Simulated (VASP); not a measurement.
Runs of VASP 6.6.1 on Si. The structure is that of space group P6_3/mmc (No. 194), or close to it. The cells are those of the table. 

```csv
task,cell,k mesh,cutoff (eV),gap on the mesh (eV),pressure (GPa)
single point,"a = 2.577, b = 2.577, c = 4.381 Å, angles 90.0, 90.0, 120.0°, 2 atoms",20 × 20 × 10,520,none,(a)
single point,"a = 2.541, b = 2.541, c = 4.311 Å, angles 90.0, 90.0, 120.0°, 2 atoms",20 × 20 × 10,520,none,(b)
relaxation of shape and atoms at fixed volume,"relaxed from a = 2.677, b = 2.677, c = 4.590 Å, angles 90.0, 90.0, 120.0°, 2 atoms",20 × 20 × 10,600,none,-3.3
single point,"a = 2.677, b = 2.677, c = 4.590 Å, angles 90.0, 90.0, 120.0°, 2 atoms",20 × 20 × 10,520,none,-3.3
single point,"a = 2.423, b = 2.423, c = 4.092 Å, angles 90.0, 90.0, 120.0°, 2 atoms",20 × 20 × 12,520,none,52.2
relaxation of shape and atoms at fixed volume,"relaxed from a = 2.380, b = 2.380, c = 4.019 Å, angles 90.0, 90.0, 120.0°, 2 atoms",22 × 22 × 12,600,none,71.4
relaxation of shape and atoms at fixed volume,"relaxed from a = 2.641, b = 2.641, c = 4.534 Å, angles 90.0, 90.0, 120.0°, 2 atoms",20 × 20 × 10,600,none,0.1
single point,"a = 2.288, b = 2.288, c = 3.866 Å, angles 90.0, 90.0, 120.0°, 2 atoms",22 × 22 × 12,520,none,127.0
single point,"a = 2.379, b = 2.379, c = 4.024 Å, angles 90.0, 90.0, 120.0°, 2 atoms",22 × 22 × 12,520,none,71.4
single point,"a = 2.609, b = 2.609, c = 4.459 Å, angles 90.0, 90.0, 120.0°, 2 atoms",20 × 20 × 10,520,none,4.2
single point,"a = 2.465, b = 2.465, c = 4.164 Å, angles 90.0, 90.0, 120.0°, 2 atoms",20 × 20 × 12,520,none,37.5
single point,"a = 2.334, b = 2.334, c = 3.947 Å, angles 90.0, 90.0, 120.0°, 2 atoms",22 × 22 × 12,520,none,95.7
```

Alike in all rows: level r2SCAN; potentials or basis VASP PAW PBE potentials, release 64 (Si); no spin polarisation; smearing gaussian 0.05 eV.

Fill in the values left out.

(a) 9.5; (b) 16.7.

Caveats: the PAW data sets were made with another functional, which shifts forces and pressure a little; the relaxation stopped at its first step, so nothing moved (some runs).

A gap of «none» marks levels without a gap at the run's occupations.
